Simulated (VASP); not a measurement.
A run of VASP 6.6.1 is set up as follows.

The input INCAR:

```
  ALGO = Normal
  EDIFF = 1E-6
  ENCUT = 540
  GGA = PE
  GGA_COMPAT = F
  ISMEAR = 0
  ISPIN = 2
  KPAR = 2
  LASPH = T
  LCHARG = F
  LDAU = T
  LDAUJ = 0 0
  LDAUL = 2 2
  LDAUTYPE = 2
  LDAUU = 3 5
  LMAXMIX = 4
  LORBIT = 11
  LREAL = F
  LWAVE = F
  MAGMOM = 0 3
  NBANDS = 37
  NELM = 200
  PREC = Accurate
  SIGMA = 0.04
```

KPOINTS

```
Automatic mesh
0
Gamma
  22 22 17
  0 0 0
```

The input KPOINTS_OPT:

```
path GXMGZRAZ,XR,MA
12
line-mode
reciprocal
 0.0000000000  0.0000000000  0.0000000000  G
 0.0000000000  0.5000000000  0.0000000000  X

 0.0000000000  0.5000000000  0.0000000000  X
 0.5000000000  0.5000000000  0.0000000000  M

 0.5000000000  0.5000000000  0.0000000000  M
 0.0000000000  0.0000000000  0.0000000000  G

 0.0000000000  0.0000000000  0.0000000000  G
 0.0000000000  0.0000000000  0.5000000000  Z

 0.0000000000  0.0000000000  0.5000000000  Z
 0.0000000000  0.5000000000  0.5000000000  R

 0.0000000000  0.5000000000  0.5000000000  R
 0.5000000000  0.5000000000  0.5000000000  A

 0.5000000000  0.5000000000  0.5000000000  A
 0.0000000000  0.0000000000  0.5000000000  Z

 0.0000000000  0.5000000000  0.0000000000  X
 0.0000000000  0.5000000000  0.5000000000  R

 0.5000000000  0.5000000000  0.0000000000  M
 0.5000000000  0.5000000000  0.5000000000  A
```

POSCAR

```
FePt
1.0
    2.7235000000      0.0000000000      0.0000000000
    0.0000000000      2.7235000000      0.0000000000
    0.0000000000      0.0000000000      3.7200000000
Pt Fe
1 1
Direct
    0.5000000000      0.5000000000      0.5000000000
    0.0000000000      0.0000000000      0.0000000000
```

Potentials or basis: VASP PAW PBE potentials, release 64 (Pt, Fe).

Run with:

```bash
$ cat potpaw_PBE.64/Pt/POTCAR potpaw_PBE.64/Fe/POTCAR > POTCAR
$ mpirun -np 2 vasp_std > vasp.out
```

Question: What does it give for the pressure?

Answer: 14.2 GPa.

Question: What does it give for the net moment?

Answer: 3.68 μB per cell.

Stress tensor (GPa, compression positive):
```
15.71  0.00  0.00
 0.00 15.71  0.00
 0.00  0.00 11.25
```

Caveat: the cell stands under pressure; the U is typed as a test and isn't derived for this compound. The state reached can hang on the start; a lower one may exist.
